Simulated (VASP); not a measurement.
# Si (Fd-3m) in VASP: single point with r2SCAN

Aim: the single point of Si with r2SCAN.

Everything below comes from runs of VASP 6.6.1. Logs are shortened: lines on timing, memory, paths and dates and some standing lists are left out, and cuts for length are marked.

## 1. The cell of the first run

It takes space group Fd-3m (No. 227, cubic). The conventional cell has a = 5.470 Å, b = 5.470 Å, c = 5.470 Å, α = 90.00°, β = 90.00°, γ = 90.00°. Within 3.1 Å of Si (site symmetry -43m) lie 4 Si at 2.37 Å.

## 2. Single point, r2SCAN

File POSCAR:

```
Si
1.0
    0.0000000000      2.7349661885      2.7349661885
    2.7349661885      0.0000000000      2.7349661885
    2.7349661885      2.7349661885      0.0000000000
Si
2
Direct
    0.0000000000      0.0000000000      0.0000000000
    0.2500000000      0.2500000000      0.2500000000
```

File INCAR.step1:

```
ALGO = Normal ; EDIFF = 1E-5
ENCUT = 550 ; GGA = PE
GGA_COMPAT = False ; ISMEAR = 0
LASPH = True ; LCHARG = False
LREAL = False ; LWAVE = True
NBANDS = 11 ; NELM = 120
PREC = Accurate ; SIGMA = 0.02
```

File INCAR.step2:

```
ALGO = Normal ; EDIFF = 1E-6
ENCUT = 550 ; GGA_COMPAT = False
ISIF = 2 ; ISMEAR = 0
ISTART = 1 ; LASPH = True
LCHARG = True ; LELF = True
LMIXTAU = True ; LREAL = False
LVHAR = True ; LWAVE = False
METAGGA = R2SCAN ; NBANDS = 11
NELM = 120 ; PREC = Accurate
SIGMA = 0.02
```

File KPOINTS:

```
k-points
0
Gamma
  8 8 8
```

Potentials or basis: VASP PAW PBE potentials, release 64 (Si).

The run is started by

```console
$ cat potpaw_PBE.64/Si/POTCAR > POTCAR
$ cp INCAR.step1 INCAR
$ mpirun -np 1 vasp_std > vasp.out
$ cp INCAR.step2 INCAR
$ mpirun -np 1 vasp_std > vasp.out
```

OUTCAR:

```text
EDIFF = 1E-6
   ENCUT = 550
   ISIF = 2
   ISMEAR = 0
   ISTART = 1
   LASPH = True
   LREAL = False
   METAGGA = R2SCAN
   NELM = 120
   PREC = Accurate

 ion  position               nearest neighbor table
   1  0.000  0.000  0.000-   2 2.37   2 2.37   2 2.37   2 2.37
   2  0.250  0.250  0.250-   1 2.37   1 2.37   1 2.37   1 2.37

  LATTYP: Found a face centered cubic cell.
 ALAT       =     5.4699323770

  Lattice vectors:

 A1 = (   0.0000000000,   2.7349661885,   2.7349661885)
 A2 = (   2.7349661885,   0.0000000000,   2.7349661885)
 A3 = (   2.7349661885,   2.7349661885,   0.0000000000)

Analysis of symmetry for initial positions (statically):
=====================================================================
 Subroutine PRICEL returns:
 Original cell was already a primitive cell.

 Routine SETGRP: Setting up the symmetry group for a
 face centered cubic supercell.

 Subroutine GETGRP returns: Found 48 space group operations
 (whereof 24 operations were pure point group operations)
 out of a pool of 48 trial point group operations.

The static configuration has the point symmetry T_d .
 The point group associated with its full space group is O_h .

Analysis of symmetry for dynamics (positions and initial velocities):
=====================================================================
 Subroutine PRICEL returns:
 Original cell was already a primitive cell.

 Routine SETGRP: Setting up the symmetry group for a
 face centered cubic supercell.

 Subroutine GETGRP returns: Found 48 space group operations
 (whereof 24 operations were pure point group operations)
 out of a pool of 48 trial point group operations.

The dynamic configuration has the point symmetry T_d .
 The point group associated with its full space group is O_h .

 Subroutine INISYM returns: Found 48 space group operations
 (whereof 24 operations are pure point group operations),
 and found     1 'primitive' translations

----------------------------------------------------------------------------------------

                                     Primitive cell

  volume of cell :      40.9153

  direct lattice vectors                    reciprocal lattice vectors
     0.000000000  2.734966189  2.734966189    -0.182817617  0.182817617  0.182817617
     2.734966189  0.000000000  2.734966189     0.182817617 -0.182817617  0.182817617
     2.734966189  2.734966189  0.000000000     0.182817617  0.182817617 -0.182817617

  length of vectors
     3.867826276  3.867826276  3.867826276     0.316649400  0.316649400  0.316649400

  position of ions in fractional coordinates (direct lattice)
     0.000000000  0.000000000  0.000000000
     0.250000000  0.250000000  0.250000000

  ion indices of the primitive-cell ions
   primitive index   ion index
                 1           1
                 2           2

----------------------------------------------------------------------------------------

 KPOINTS: k-points

Automatic generation of k-mesh.
 Grid dimensions read from file:
 generate k-points for:    8    8    8

 Generating k-lattice:

  Cartesian coordinates                     Fractional coordinates (reciprocal lattice)
    -0.022852202  0.022852202  0.022852202     0.125000000  0.000000000  0.000000000
     0.022852202 -0.022852202  0.022852202     0.000000000  0.125000000  0.000000000
     0.022852202  0.022852202 -0.022852202     0.000000000  0.000000000  0.125000000

  Length of vectors
     0.039581175  0.039581175  0.039581175

  Shift w.r.t. Gamma in fractional coordinates (k-lattice)
     0.000000000  0.000000000  0.000000000

 Subroutine IBZKPT returns following result:
 ===========================================

 Found     29 irreducible k-points:

 Following reciprocal coordinates:
            Coordinates               Weight
  0.000000  0.000000  0.000000      1.000000
  0.125000  0.000000  0.000000      8.000000
  0.250000  0.000000  0.000000      8.000000
  0.375000  0.000000  0.000000      8.000000
  0.500000  0.000000  0.000000      4.000000
  0.125000  0.125000  0.000000      6.000000
[... 16 lines left out ...]
  0.500000  0.250000  0.125000     48.000000
 -0.375000  0.250000  0.125000     24.000000
 [... further k-points ...]
   k-points           NKPTS =     29   k-points in BZ     NKDIM =     29   number of bands    NBANDS=     11
   number of dos      NEDOS =    301   number of ions     NIONS =      2
   total plane-waves  NPLWV =  27000
   dimension x,y,z NGX =    30 NGY =   30 NGZ =   30
   dimension x,y,z NGXF=    60 NGYF=   60 NGZF=   60
   ions per type =               2
   NGX,Y,Z   is equivalent  to a cutoff of  12.89, 12.89, 12.89 a.u.
   NGXF,Y,Z  is equivalent  to a cutoff of  25.79, 25.79, 25.79 a.u.
 SYSTEM =  unknown system
   PREC   = accura    normal or accurate (medium, high low for compatibility)
   ISTART =      1    job   : 0-new  1-cont  2-samecut
   ICHARG =      0    charge: 1-file 2-atom 10-const
   ISPIN  =      1    spin polarized calculation?
   LNONCOLLINEAR =      F non collinear calculations
   LSORBIT =      F    spin-orbit coupling
   LASPH  =      T    aspherical Exc in radial PAW
   ENCUT  =  550.0 eV  40.42 Ry    6.36 a.u.   7.40  7.40  7.40*2*pi/ulx,y,z
   NELM   =    120;   NELMIN=  2; NELMDL=  0     # of ELM steps
   EDIFF  = 0.1E-05   stopping-criterion for ELM
   LREAL  =      F    real-space projection
   EDIFFG = 0.1E-04   stopping-criterion for IOM
   NSW    =      0    number of steps for IOM
   IBRION =     -1    ionic relax: 0-MD 1-quasi-New 2-CG
   NFREE  =      0    steps in history (QN), initial steepest desc. (CG)
   ISIF   =      2    stress and relaxation
   ISYM   =      2    0-nonsym 1-usesym 2-fastsym
   POTIM  = 0.5000    time-step for ionic-motion
   TEBEG  =    0.0;   TEEND  =   0.0 temperature during run
   PSTRESS=    0.0 pullay stress
   NELECT =       8.0000    total number of electrons
   NUPDOWN=      -1.0000    fix difference up-down
   EMIN   =  10.00;   EMAX   =-10.00  energy-range for DOS
   EFERMI =   0.00;   METHOD = LEGACY
   ISMEAR =     0;   SIGMA  =   0.02  broadening in eV -4-tet -1-fermi 0-gaus
   EFERMI_NEDOS =   21; number of points for ismear=-14 and -15
   IALGO  =     38    algorithm
   IMIX   =      4    mixing-type and parameters
     AMIX     =   0.40;   BMIX     =  1.00
     AMIX_MAG =   1.60;   BMIX_MAG =  1.00
  volume/ion in A,a.u.               =      20.46       138.06
  Fermi-wavevector in a.u.,A,eV,Ry     =   0.950188  1.795595 12.284118  0.902857
  Thomas-Fermi vector in A             =   2.078541
   LORBIT       =      0    0 simple, 1 ext, 2 COOP (PROOUT), +10 PAW based schemes
   METAGGA = R2SCAN    functional components
   LHFCALC =     F    Hartree Fock is set to
   AEXX    =    0.0000 exact exchange contribution
   IVDW    =     0    specifies the selected vdW correction
   LEPSILON=     F    determine dielectric tensor
   LRPA    =     F    only Hartree local field effects (RPA)
 non-spin polarized calculation
 Gauss-broadening in eV      SIGMA  =   0.02
  energy-cutoff  :      550.00
  volume of cell :       40.92
 maximum number of plane-waves:      1243
 NGX is ok and might be reduce to    30
   NGX = 15   NGY = 15   NGZ = 15

 number of electron       8.0000001 magnetization

 Free energy of the ion-electron system (eV)
  ---------------------------------------------------
  ext. energy  EPLUGINS =         0.00000000
  ---------------------------------------------------
  free energy    TOTEN  =       -17.54372603 eV

  energy without entropy =      -17.54372603  energy(sigma->0) =      -17.54372603

 E-fermi :   5.6551     XC(G=0):  -9.7685

 val. band max:        5.5210292294   @ k =   0.0000   0.0000   0.0000
 cond. band min:       6.3680912143   @ k =   0.3750   0.3750   0.0000
 fundamental gap:      0.8470619850
 Fermi energy:         5.6550555151

 k-point     1 :       0.0000    0.0000    0.0000
  band No.  band energies     occupation
      1      -6.8527      2.00000
      2       5.5210      2.00000
      3       5.5210      2.00000
      4       5.5210      2.00000
      5       8.2691      0.00000
      6       8.2691      0.00000
      7       8.2691      0.00000
      8       9.2450      0.00000
      9      13.6368      0.00000
     10      13.6368      0.00000
     11      14.1232      0.00000

 k-point     2 :       0.1250    0.0000    0.0000
  band No.  band energies     occupation
      1      -6.6417      2.00000
      2       3.8933      2.00000
      3       5.2223      2.00000
      4       5.2223      2.00000
      5       8.2627      0.00000
      6       8.7096      0.00000
      7       8.7096      0.00000
      8      10.5921      0.00000
      9      13.1667      0.00000
     10      13.1667      0.00000
     11      14.9040      0.00000

 k-point     3 :       0.2500    0.0000    0.0000
  band No.  band energies     occupation
      1      -6.0268      2.00000
      2       1.4916      2.00000
      3       4.7306      2.00000
      4       4.7306      2.00000
      5       7.8117      0.00000
      6       9.2613      0.00000
      7       9.2613      0.00000
      8      12.8879      0.00000
      9      13.1394      0.00000
     10      13.1394      0.00000
     11      15.1443      0.00000
[... 267 lines left out ...]
 k-point    23 :       0.5000    0.2500    0.1250
  band No.  band energies     occupation
      1      -4.5640      2.00000
      2      -0.5026      2.00000
      3       2.1280      2.00000
      4       3.5355      2.00000
      5       8.6683      0.00000
      6       9.3664      0.00000
      7      10.8978      0.00000
      8      11.8163      0.00000
      9      15.0487      0.00000
     10      15.8083      0.00000
     11      18.1818      0.00000

 k-point    24 :      -0.3750    0.2500    0.1250
  band No.  band energies     occupation
      1      -3.8966      2.00000
      2      -1.4721      2.00000
      3       1.9949      2.00000
      4       3.2995      2.00000
      5       8.8656      0.00000
      6       8.9414      0.00000
      7      11.7930      0.00000
      8      13.0718      0.00000
      9      13.3648      0.00000
     10      16.6959      0.00000
     11      17.8416      0.00000

 [... further k-points ...]

------------------------ aborting loop because EDIFF is reached ----------------------------------------

  FORCE on cell =-STRESS in cart. coord.  units (eV):
  Direction    XX          YY          ZZ          XY          YZ          ZX
  --------------------------------------------------------------------------------------
  -------------------------------------------------------------------------------------
  Total       -0.3972067     -0.3972067     -0.3972067      0.0000000      0.0000000      0.0000000
  in kB      -15.5539709    -15.5539709    -15.5539709      0.0000000      0.0000000      0.0000000
  external PRESSURE =     -15.5539709 kB  Pullay stress =       0.0000000 kB

 VOLUME and BASIS-vectors are now :
 -----------------------------------------------------------------------------
  energy-cutoff  :      550.00
  volume of cell :       40.92
      direct lattice vectors                 reciprocal lattice vectors
     0.000000000  2.734966189  2.734966189    -0.182817617  0.182817617  0.182817617
     2.734966189  0.000000000  2.734966189     0.182817617 -0.182817617  0.182817617
     2.734966189  2.734966189  0.000000000     0.182817617  0.182817617 -0.182817617

 POSITION                                       TOTAL-FORCE (eV/Angst)
 -----------------------------------------------------------------------------------
      0.00000      0.00000      0.00000         0.000000      0.000000      0.000000
      1.36748      1.36748      1.36748        -0.000000     -0.000000     -0.000000
 -----------------------------------------------------------------------------------
    total drift:                               -0.000000     -0.000000     -0.000000

  FREE ENERGIE OF THE ION-ELECTRON SYSTEM (eV)
  ---------------------------------------------------
  free  energy   TOTEN  =       -17.5437260302 eV

  energy  without entropy=      -17.5437260302  energy(sigma->0) =      -17.54372603
```

Wall time 77 s (1 thread of Intel Xeon 8259CL, shared host); peak memory 0.16 GiB.

Results:

| Quantity | Value |
| --- | --- |
| Free energy | -17.5437 eV |
| Pressure | -1.6 GPa |
| Band gap on the k mesh | 0.85 eV (least direct gap 2.75 eV) |

Levels at points of the mesh, in eV from the valence-band top:
| k point | band 1 | band 2 | band 3 | band 4 | band 5 | band 6 | band 7 | band 8 | band 9 |
| --- | --- | --- | --- | --- | --- | --- | --- | --- | --- |
| (0.00, 0.00, 0.00) | -12.37 | 0.00 | 0.00 | 0.00 | 2.75 | 2.75 | 2.75 | 3.72 | 8.12 |
| (0.50, 0.00, 0.00) | -9.98 | -7.16 | -1.25 | -1.25 | 1.80 | 3.60 | 3.60 | 8.30 | 11.10 |
| (0.50, 0.50, 0.00) | -8.09 | -8.09 | -2.95 | -2.95 | 0.96 | 0.96 | 10.69 | 10.69 | 11.55 |

Caveat: the PAW data sets were made with another functional, which shifts forces and pressure a little.
